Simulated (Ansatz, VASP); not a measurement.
# One calculation of Yb, two programs

The input INCAR:

```
PREC = Accurate
ENCUT = 520
EDIFF = 1E-7
ISMEAR = 1
SIGMA = 0.01
LREAL = False
LASPH = True
NELM = 100
ALGO = Normal
ISIF = 2
LWAVE = False
LCHARG = False
GGA = CA
NBANDS = 18
```

File KPOINTS:

```
regular mesh
0
Gamma
  11 11 11
```

POSCAR

```
Yb
1.0
    0.0000000000      2.4569516026      2.4569516026
    2.4569516026      0.0000000000      2.4569516026
    2.4569516026      2.4569516026      0.0000000000
Yb
1
Direct
    0.0000000000      0.0000000000      0.0000000000
```

Input for Ansatz:

```yaml
crystal:
  lattice:
    - [0.0, 2.4569516026, 2.4569516026]
    - [2.4569516026, 0.0, 2.4569516026]
    - [2.4569516026, 2.4569516026, 0.0]
  atoms:
    - { symbol: Yb, position: [0.0, 0.0, 0.0] }
hamiltonian:
  xc: lda
  pseudopotentials:
    kind: paw
    azcp:
      Yb: "pseudopotentials/Yb.paw.azcp"
basis:
  ecutwfc: 420
  fft_grid_basis: typed
kpoints:
  mp_grid: { grid: [11, 11, 11], shift: [0, 0, 0] }
magnetization:
  spin_polarized: false
scf:
  occupations: { method: methfessel_paxton, width: 0.01 }
  lower_state_search: "off"
output:
  stress: true
```

Alike in both runs: task single point; functional LDA; k mesh 11 × 11 × 11; occupations methfessel-paxton of order 1, width 0.01 eV; no spin polarisation.

|  | VASP | Ansatz |
| --- | --- | --- |
| version | VASP 6.6.1 | Ansatz 0.2.0 |
| potentials or method | VASP PAW PBE potentials, release 64 (Yb), cutoff 520 eV | plane waves (420 eV) with PAW, scalar-relativistic |
| valence electrons in the cell | 24 | 24 |

VASP gave:

* pressure (GPa): -0.1

Question: Estimate Ansatz's values.

Answer: Pressure (GPa): 0.2.

VASP's potentials were made for PBE, not for LDA, and Ansatz warns of the same on its side. LDA's correlation is that of Perdew and Zunger in VASP and of Perdew and Wang (1992) in Ansatz.

Neither program's run includes spin-orbit coupling.
